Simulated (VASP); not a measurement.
Here is a VASP 6.6.1 calculation.

File POSCAR:

```
CsCl
1.0
    3.5244595656      0.0000000000      0.0000000000
    0.0000000000      3.5244595656      0.0000000000
    0.0000000000      0.0000000000      3.5244595656
Cs Cl
1 1
Direct
    0.0000000000      0.0000000000      0.0000000000
    0.5000000000      0.5000000000      0.5000000000
```

Contents of INCAR.step1:

```
  ALGO = Normal
  EDIFF = 1E-5
  ENCUT = 550
  GGA = PE
  GGA_COMPAT = False
  ISMEAR = 0
  LASPH = True
  LCHARG = False
  LREAL = False
  LWAVE = True
  NBANDS = 15
  NELM = 120
  PREC = Accurate
  SIGMA = 0.01
```

Contents of INCAR.step2:

```
  ALGO = Normal
  EDIFF = 1E-6
  ENCUT = 550
  GGA_COMPAT = False
  ISIF = 2
  ISMEAR = 0
  ISTART = 1
  LASPH = True
  LCHARG = False
  LMIXTAU = True
  LREAL = False
  LWAVE = False
  METAGGA = R2SCAN
  NBANDS = 15
  NELM = 120
  PREC = Accurate
  SIGMA = 0.01
```

Contents of KPOINTS:

```
k-points
0
Gamma
  6 6 6
```

Potentials or basis: VASP PAW PBE potentials, release 64 (Cs_sv, Cl).

Command:

```bash
$ cat potpaw_PBE.64/Cs_sv/POTCAR potpaw_PBE.64/Cl/POTCAR > POTCAR
$ cp INCAR.step1 INCAR
$ mpirun -np 1 vasp_std > vasp.out
$ cp INCAR.step2 INCAR
$ mpirun -np 1 vasp_std > vasp.out
```

(1) Predict the band gap on the k mesh.

(2) What does it give for the pressure?

## Answers

(1) 4.52 eV.

(2) 30.7 GPa.

Caveat: the cell stands under pressure; the PAW data sets were made with another functional, which shifts forces and pressure a little; spin-orbit coupling is left out, which moves the levels of the heavy elements.
